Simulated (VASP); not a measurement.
# Pd (Fm-3m) in VASP: notebook

The runs below take Pd through single point, with r2SCAN.

Everything below comes from runs of VASP 6.6.1. Logs are shortened: lines on timing, memory, paths and dates and some standing lists are left out, and cuts for length are marked.

### Step 1. The cell of the first run

The structure is cubic, space group Fm-3m (No. 225). Conventional cell: a = 3.804 Å, b = 3.804 Å, c = 3.804 Å, α = 90.00°, β = 90.00°, γ = 90.00°. Within 3.5 Å of Pd (site symmetry m-3m) lie 12 Pd at 2.69 Å.

### Step 2. Single point, r2SCAN (volume scaled by 0.92)

POSCAR

```
Pd
1.0
    0.0000000000      1.9022382811      1.9022382811
    1.9022382811      0.0000000000      1.9022382811
    1.9022382811      1.9022382811      0.0000000000
Pd
1
Direct
    0.0000000000      0.0000000000      0.0000000000
```

INCAR.step1

```
PREC = Accurate
ENCUT = 520
ISMEAR = -1
SIGMA = 0.1
LREAL = False
LASPH = True
NELM = 60
NBANDS = 11
GGA = PE
ALGO = Normal
EDIFF = 1E-4
LWAVE = True
LCHARG = False
```

INCAR.step2

```
PREC = Accurate
ENCUT = 520
EDIFF = 1E-6
ISMEAR = -1
SIGMA = 0.1
LREAL = False
LASPH = True
NELM = 60
ALGO = Normal
ISIF = 2
LWAVE = False
LCHARG = False
METAGGA = R2SCAN
LMIXTAU = True
NBANDS = 11
ISTART = 1
```

KPOINTS

```
regular mesh
0
Gamma
  23 23 23
```

Potentials or basis: VASP PAW PBE potentials, release 64 (Pd).

On the command line:

```sh
cat potpaw_PBE.64/Pd/POTCAR > POTCAR
cp INCAR.step1 INCAR
mpirun -np 1 vasp_std > vasp.out
cp INCAR.step2 INCAR
mpirun -np 1 vasp_std > vasp.out
```

OUTCAR:

```text
PREC = Accurate
   ENCUT = 520
   EDIFF = 1E-6
   ISMEAR = -1
   LREAL = False
   LASPH = True
   NELM = 60
   ISIF = 2
   METAGGA = R2SCAN
   ISTART = 1

 ion  position               nearest neighbor table
   1  0.000  0.000  0.000-

  LATTYP: Found a face centered cubic cell.
 ALAT       =     3.8044765622

  Lattice vectors:

 A1 = (   0.0000000000,   1.9022382811,   1.9022382811)
 A2 = (   1.9022382811,   0.0000000000,   1.9022382811)
 A3 = (   1.9022382811,   1.9022382811,   0.0000000000)

Analysis of symmetry for initial positions (statically):
=====================================================================
 Subroutine PRICEL returns:
 Original cell was already a primitive cell.

 Routine SETGRP: Setting up the symmetry group for a
 face centered cubic supercell.

 Subroutine GETGRP returns: Found 48 space group operations
 (whereof 48 operations were pure point group operations)
 out of a pool of 48 trial point group operations.

The static configuration has the point symmetry O_h .

Analysis of symmetry for dynamics (positions and initial velocities):
=====================================================================
 Subroutine PRICEL returns:
 Original cell was already a primitive cell.

 Routine SETGRP: Setting up the symmetry group for a
 face centered cubic supercell.

 Subroutine GETGRP returns: Found 48 space group operations
 (whereof 48 operations were pure point group operations)
 out of a pool of 48 trial point group operations.

The dynamic configuration has the point symmetry O_h .

 Subroutine INISYM returns: Found 48 space group operations
 (whereof 48 operations are pure point group operations),
 and found     1 'primitive' translations

----------------------------------------------------------------------------------------

                                     Primitive cell

  volume of cell :      13.7665

  direct lattice vectors                    reciprocal lattice vectors
     0.000000000  1.902238281  1.902238281    -0.262848248  0.262848248  0.262848248
     1.902238281  0.000000000  1.902238281     0.262848248 -0.262848248  0.262848248
     1.902238281  1.902238281  0.000000000     0.262848248  0.262848248 -0.262848248

  length of vectors
     2.690171176  2.690171176  2.690171176     0.455266521  0.455266521  0.455266521

  position of ions in fractional coordinates (direct lattice)
     0.000000000  0.000000000  0.000000000

  ion indices of the primitive-cell ions
   primitive index   ion index
                 1           1

----------------------------------------------------------------------------------------

 KPOINTS: regular mesh

Automatic generation of k-mesh.
 Grid dimensions read from file:
 generate k-points for:   23   23   23

 Generating k-lattice:

  Cartesian coordinates                     Fractional coordinates (reciprocal lattice)
    -0.011428185  0.011428185  0.011428185     0.043478261  0.000000000  0.000000000
     0.011428185 -0.011428185  0.011428185     0.000000000  0.043478261  0.000000000
     0.011428185  0.011428185 -0.011428185     0.000000000  0.000000000  0.043478261

  Length of vectors
     0.019794197  0.019794197  0.019794197

  Shift w.r.t. Gamma in fractional coordinates (k-lattice)
     0.000000000  0.000000000  0.000000000

 Subroutine IBZKPT returns following result:
 ===========================================

 Found    364 irreducible k-points:

 Following reciprocal coordinates:
            Coordinates               Weight
  0.000000  0.000000  0.000000      1.000000
  0.043478  0.000000  0.000000      8.000000
  0.086957  0.000000  0.000000      8.000000
  0.130435  0.000000  0.000000      8.000000
  0.173913  0.000000  0.000000      8.000000
  0.217391  0.000000  0.000000      8.000000
[... 16 lines left out ...]
  0.478261  0.043478  0.000000     24.000000
 -0.478261  0.043478  0.000000     24.000000
 [... further k-points ...]
   k-points           NKPTS =    364   k-points in BZ     NKDIM =    364   number of bands    NBANDS=     11
   number of dos      NEDOS =    301   number of ions     NIONS =      1
   total plane-waves  NPLWV =   8000
   dimension x,y,z NGX =    20 NGY =   20 NGZ =   20
   dimension x,y,z NGXF=    40 NGYF=   40 NGZF=   40
   ions per type =               1
   NGX,Y,Z   is equivalent  to a cutoff of  12.36, 12.36, 12.36 a.u.
   NGXF,Y,Z  is equivalent  to a cutoff of  24.72, 24.72, 24.72 a.u.
 SYSTEM =  unknown system
   PREC   = accura    normal or accurate (medium, high low for compatibility)
   ISTART =      1    job   : 0-new  1-cont  2-samecut
   ICHARG =      0    charge: 1-file 2-atom 10-const
   ISPIN  =      1    spin polarized calculation?
   LNONCOLLINEAR =      F non collinear calculations
   LSORBIT =      F    spin-orbit coupling
   LASPH  =      T    aspherical Exc in radial PAW
   ENCUT  =  520.0 eV  38.22 Ry    6.18 a.u.   5.00  5.00  5.00*2*pi/ulx,y,z
   NELM   =     60;   NELMIN=  2; NELMDL=  0     # of ELM steps
   EDIFF  = 0.1E-05   stopping-criterion for ELM
   LREAL  =      F    real-space projection
   EDIFFG = 0.1E-04   stopping-criterion for IOM
   NSW    =      0    number of steps for IOM
   IBRION =     -1    ionic relax: 0-MD 1-quasi-New 2-CG
   NFREE  =      0    steps in history (QN), initial steepest desc. (CG)
   ISIF   =      2    stress and relaxation
   ISYM   =      2    0-nonsym 1-usesym 2-fastsym
   POTIM  = 0.5000    time-step for ionic-motion
   TEBEG  =    0.0;   TEEND  =   0.0 temperature during run
   PSTRESS=    0.0 pullay stress
   NELECT =      10.0000    total number of electrons
   NUPDOWN=      -1.0000    fix difference up-down
   EMIN   =  10.00;   EMAX   =-10.00  energy-range for DOS
   EFERMI =   0.00;   METHOD = LEGACY
   ISMEAR =    -1;   SIGMA  =   0.10  broadening in eV -4-tet -1-fermi 0-gaus
   EFERMI_NEDOS =   21; number of points for ismear=-14 and -15
   IALGO  =     38    algorithm
   IMIX   =      4    mixing-type and parameters
     AMIX     =   0.40;   BMIX     =  1.00
     AMIX_MAG =   1.60;   BMIX_MAG =  1.00
  volume/ion in A,a.u.               =      13.77        92.90
  Fermi-wavevector in a.u.,A,eV,Ry     =   1.471634  2.780986 29.466241  2.165708
  Thomas-Fermi vector in A             =   2.586746
   LORBIT       =      0    0 simple, 1 ext, 2 COOP (PROOUT), +10 PAW based schemes
   METAGGA = R2SCAN    functional components
   LHFCALC =     F    Hartree Fock is set to
   AEXX    =    0.0000 exact exchange contribution
   IVDW    =     0    specifies the selected vdW correction
   LEPSILON=     F    determine dielectric tensor
   LRPA    =     F    only Hartree local field effects (RPA)
 non-spin polarized calculation
  energy-cutoff  :      520.00
  volume of cell :       13.77
 maximum number of plane-waves:       381
   NGX =  9   NGY =  9   NGZ =  9

 number of electron      10.0000002 magnetization

 Free energy of the ion-electron system (eV)
  ---------------------------------------------------
  ext. energy  EPLUGINS =         0.00000000
  ---------------------------------------------------
  free energy    TOTEN  =       -22.90916599 eV

  energy without entropy =      -22.85264172  energy(sigma->0) =      -22.88090385

 E-fermi :  10.8443     XC(G=0): -14.6534

 val. band max:       10.8420711757   @ k =   0.4348   0.2609   0.0000
 cond. band min:      10.8448540950   @ k =   0.4783   0.3478   0.0435
 fundamental gap:      0.0027829193
 Fermi energy:        10.8442700035

 k-point     1 :       0.0000    0.0000    0.0000
  band No.  band energies     occupation
      1       3.0529      2.00000
      2       7.5561      2.00000
      3       7.5561      2.00000
      4       7.5561      2.00000
      5       9.3673      2.00000
      6       9.3673      2.00000
      7      28.8666      0.00000
      8      33.0391      0.00000
      9      34.2779      0.00000
     10      34.2779      0.00000
     11      34.2779      0.00000

 k-point     2 :       0.0435    0.0000    0.0000
  band No.  band energies     occupation
      1       3.1292      2.00000
      2       7.5268      2.00000
      3       7.5840      2.00000
      4       7.5840      2.00000
      5       9.3532      2.00000
      6       9.3532      2.00000
      7      28.9580      0.00000
      8      33.0280      0.00000
      9      33.7847      0.00000
     10      34.3728      0.00000
     11      34.3729      0.00000

 k-point     3 :       0.0870    0.0000    0.0000
  band No.  band energies     occupation
      1       3.3524      2.00000
      2       7.4482      2.00000
      3       7.6613      2.00000
      4       7.6613      2.00000
      5       9.3182      2.00000
      6       9.3182      2.00000
      7      29.2039      0.00000
      8      32.5658      0.00000
      9      33.0965      0.00000
     10      34.6498      0.00000
     11      34.6498      0.00000

 k-point     4 :       0.1304    0.0000    0.0000
  band No.  band energies     occupation
      1       3.7031      2.00000
      2       7.3498      2.00000
      3       7.7664      2.00000
      4       7.7664      2.00000
      5       9.2867      2.00000
      6       9.2867      2.00000
      7      29.4867      0.00000
      8      31.2606      0.00000
      9      33.0652      0.00000
     10      35.0846      0.00000
     11      35.0846      0.00000

 k-point     5 :       0.1739    0.0000    0.0000
  band No.  band energies     occupation
      1       4.1374      2.00000
      2       7.2881      2.00000
      3       7.8600      2.00000
      4       7.8600      2.00000
      5       9.3004      2.00000
      6       9.3004      2.00000
      7      29.2141      0.00000
      8      30.3586      0.00000
      9      33.0586      0.00000
     10      35.6298      0.00000
     11      35.6298      0.00000
[... 211 lines left out ...]
 k-point    21 :       0.3913    0.0435    0.0000
  band No.  band energies     occupation
      1       4.9804      2.00000
      2       7.5603      2.00000
      3       7.6704      2.00000
      4       9.4088      2.00000
      5      10.5046      1.93518
      6      10.7887      1.27103
      7      21.9056      0.00000
      8      28.9404      0.00000
      9      33.0481      0.00000
     10      34.0318      0.00000
     11      34.9988      0.00000

 k-point    22 :       0.4348    0.0435    0.0000
  band No.  band energies     occupation
      1       4.9134      2.00000
      2       7.4804      2.00000
      3       7.5882      2.00000
      4       9.9571      1.99972
      5      10.6933      1.63804
      6      11.5219      0.00228
      7      20.4718      0.00000
      8      28.5999      0.00000
      9      33.0453      0.00000
     10      33.6367      0.00000
     11      34.1840      0.00000

 k-point    23 :       0.4783    0.0435    0.0000
  band No.  band energies     occupation
      1       4.8669      2.00000
      2       7.4350      2.00000
      3       7.5339      2.00000
      4      10.2701      1.99360
      5      10.7872      1.27794
      6      12.1927      0.00000
      7      19.4405      0.00000
      8      28.3961      0.00000
      9      33.0375      0.00000
     10      33.4688      0.00000
     11      33.6185      0.00000

 k-point    24 :      -0.4783    0.0435    0.0000
  band No.  band energies     occupation
      1       4.8548      2.00000
      2       7.4285      2.00000
      3       7.5146      2.00000
      4      10.3794      1.98104
      5      10.7693      1.35829
      6      12.4147      0.00000
      7      19.1420      0.00000
      8      28.3430      0.00000
      9      33.0219      0.00000
     10      33.3405      0.00000
     11      33.5809      0.00000

 [... further k-points ...]
[... 5 lines left out ...]
  --------------------------------------------------------------------------------------
  -------------------------------------------------------------------------------------
  Total        1.7258750      1.7258750      1.7258750      0.0000000      0.0000000      0.0000000
  in kB      200.8607892    200.8607892    200.8607892      0.0000000      0.0000000      0.0000000
  external PRESSURE =     200.8607892 kB  Pullay stress =       0.0000000 kB

 VOLUME and BASIS-vectors are now :
 -----------------------------------------------------------------------------
  energy-cutoff  :      520.00
  volume of cell :       13.77
      direct lattice vectors                 reciprocal lattice vectors
     0.000000000  1.902238281  1.902238281    -0.262848248  0.262848248  0.262848248
     1.902238281  0.000000000  1.902238281     0.262848248 -0.262848248  0.262848248
     1.902238281  1.902238281  0.000000000     0.262848248  0.262848248 -0.262848248

 POSITION                                       TOTAL-FORCE (eV/Angst)
 -----------------------------------------------------------------------------------
      0.00000      0.00000      0.00000         0.000000      0.000000      0.000000
 -----------------------------------------------------------------------------------
    total drift:                                0.000000      0.000000     -0.000000

  FREE ENERGIE OF THE ION-ELECTRON SYSTEM (eV)
  ---------------------------------------------------
  free  energy   TOTEN  =       -22.9091659930 eV

  energy  without entropy=      -22.8526417153  energy(sigma->0) =      -22.88090385
```

Wall time 3.4 min (1 thread of Intel Xeon Platinum 8259CL at 2.50GHz (Skylake/Cascade Lake), shared host); peak memory 0.17 GiB.

What came out:

```yaml
Free_energy: -22.9092 eV
Pressure: 20.1 GPa
Band_gap_on_the_k_mesh: zero (band 5 reaches 11.16 eV, above the bottom of band 6 at 9.29 eV)
```

Levels at points of the mesh, in eV from the Fermi level:
```
           k point  band 1  band 2  band 3  band 4  band 5  band 6  band 7  band 8  band 9  band 10
(0.00, 0.00, 0.00)   -7.79   -3.29   -3.29   -3.29   -1.48   -1.48   18.02   22.19   23.43    23.43
```

Caveat: the PAW data sets were made with another functional, which shifts forces and pressure a little.

### Step 3. Single point, r2SCAN (volume scaled by 0.96)

POSCAR

```
Pd
1.0
    0.0000000000      1.9294167856      1.9294167856
    1.9294167856      0.0000000000      1.9294167856
    1.9294167856      1.9294167856      0.0000000000
Pd
1
Direct
    0.0000000000      0.0000000000      0.0000000000
```

INCAR.step1, as its differences from that of step 2:

```diff
@@ -6,3 +6,3 @@
 LASPH = True
-NELM = 60
+NELM = 80
 NBANDS = 11
```

INCAR.step2

```
PREC = Accurate
ENCUT = 520
EDIFF = 1E-6
ISMEAR = -1
SIGMA = 0.1
LREAL = False
LASPH = True
NELM = 80
ALGO = Normal
ISIF = 2
LWAVE = False
LCHARG = True
METAGGA = R2SCAN
LMIXTAU = True
LELF = True
LVHAR = True
NBANDS = 11
ISTART = 1
```

KPOINTS

```
Automatic mesh
0
Gamma
  23 23 23
```

Potentials or basis: VASP PAW PBE potentials, release 64 (Pd).

On the command line:

```sh
cat potpaw_PBE.64/Pd/POTCAR > POTCAR
cp INCAR.step1 INCAR
mpirun -np 1 vasp_std > vasp.out
cp INCAR.step2 INCAR
mpirun -np 1 vasp_std > vasp.out
```

It took 3.8 min on 1 thread of Intel Xeon Platinum 8259CL at 2.50GHz (Skylake/Cascade Lake), shared host; peak memory 0.17 GiB.

Results (log left out):

```
Free energy            : -22.9629 eV
Pressure               : 9.0 GPa
Band gap on the k mesh : zero (band 5 reaches 10.37 eV, above the bottom of band 6 at 8.63 eV)
```

Levels at points of the mesh, in eV from the Fermi level:
```
           k point  band 2  band 3  band 4  band 5  band 6  band 7  band 8  band 9
(0.00, 0.00, 0.00)   -3.07   -3.07   -3.07   -1.39   -1.39   18.02   22.33   23.17
```

Caveat: the PAW data sets were made with another functional, which shifts forces and pressure a little.
